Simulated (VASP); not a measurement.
The system is Ti.

```
Ti
1.0
     0.00000    2.05671    2.05671
     2.05671    0.00000    2.05671
     2.05671    2.05671    0.00000
Ti
1
Direct
  0.00000 0.00000 0.00000
```

Base run:

* Program: VASP 6.6.1
* Functional: r2SCAN
* Potentials or basis: VASP PAW PBE potentials, release 64 (Ti_sv)
* Cutoff: 520 eV
* k mesh: 11 × 11 × 11
* Occupations: fermi-dirac, width 0.05 eV
* Spin: no spin polarisation

Its results: band gap on the k mesh zero (band 6 reaches 9.21 eV, above the bottom of band 7 at 7.95 eV); pressure 0.1 GPa.

Q: After a change of settings the same cell gave: band gap on the k mesh zero (band 6 reaches 9.18 eV, above the bottom of band 7 at 8.02 eV); pressure 1.5 GPa. Which change was it?
A. functional from r2SCAN to PBE
B. functional from r2SCAN to LDA; potentials or basis from VASP PAW PBE potentials, release 64 (Ti_sv) to VASP PAW LDA potentials, release 64 (Ti_sv)
C. functional from r2SCAN to revPBE; occupations from fermi-dirac, width 0.05 eV to fermi-dirac, width 0.01 eV

A: C.

Caveats: the PAW data sets were made with another functional, which shifts forces and pressure a little.
